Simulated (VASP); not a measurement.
Input of a VASP 6.6.1 run:

Contents of INCAR:

```
ALGO = Normal ; DIPOL = 0.5 0.5 0.291
EDIFF = 1E-6 ; ENCUT = 520
GGA = PE ; IDIPOL = 3
ISIF = 2 ; ISMEAR = 0
LASPH = T ; LCHARG = F
LDIPOL = T ; LREAL = F
LWAVE = F ; NBANDS = 32
NELM = 60 ; PREC = Accurate
SIGMA = 0.1
```

KPOINTS

```
k-points
0
Gamma
  5 5 1
```

Contents of POSCAR:

```
Al6H
1.0
    5.7135165837      0.0000000000      0.0000000000
    0.0000000000      5.7135165837      0.0000000000
    0.0000000000      0.0000000000     22.1746954375
Al H
12 2
Direct
    0.2500000000      0.2500000000      0.1803857921
    0.2500000000      0.7500000000      0.1803857921
    0.7500000000      0.2500000000      0.1803857921
    0.7500000000      0.7500000000      0.1803857921
    0.0000000000      0.0000000000      0.2744050924
    0.0000000000      0.5000000000      0.2744050924
    0.5000000000      0.0000000000      0.2744050924
    0.5000000000      0.5000000000      0.2744050924
    0.2500000000      0.2500000000      0.3686497278
    0.2500000000      0.7500000000      0.3686497278
    0.7500000000      0.2500000000      0.3686497278
    0.7500000000      0.7500000000      0.3686497278
    0.0000000000     -0.0568826563      0.3889431294
    0.0000000000      0.0568826563      0.3889431294
```

Potentials or basis: VASP PAW PBE potentials, release 64 (Al, H).

Launch:

```sh
$ cat potpaw_PBE.64/Al/POTCAR potpaw_PBE.64/H/POTCAR > POTCAR
$ mpirun -np 1 vasp_std > vasp.out
```

**Question.** What does it give for the band gap on the k mesh?

**Answer.** Zero (band 19 reaches -0.64 eV, above the bottom of band 20 at -1.12 eV).

**Question.** Estimate the largest force.

**Answer.** 7.832 eV/Å.

Forces on the atoms (eV/Å):
```
Al   0.012  0.001 -0.012
Al   0.012 -0.001 -0.012
Al  -0.012  0.001 -0.012
Al  -0.012 -0.001 -0.012
Al   0.000  0.000 -0.474
Al   0.000  0.000 -0.073
Al   0.000  0.000 -0.044
Al   0.000  0.000  0.046
Al   0.928  0.910 -0.334
Al   0.928 -0.910 -0.334
Al  -0.928  0.910 -0.334
Al  -0.928 -0.910 -0.334
H    0.000 -7.773  0.965
H    0.000  7.773  0.965
```
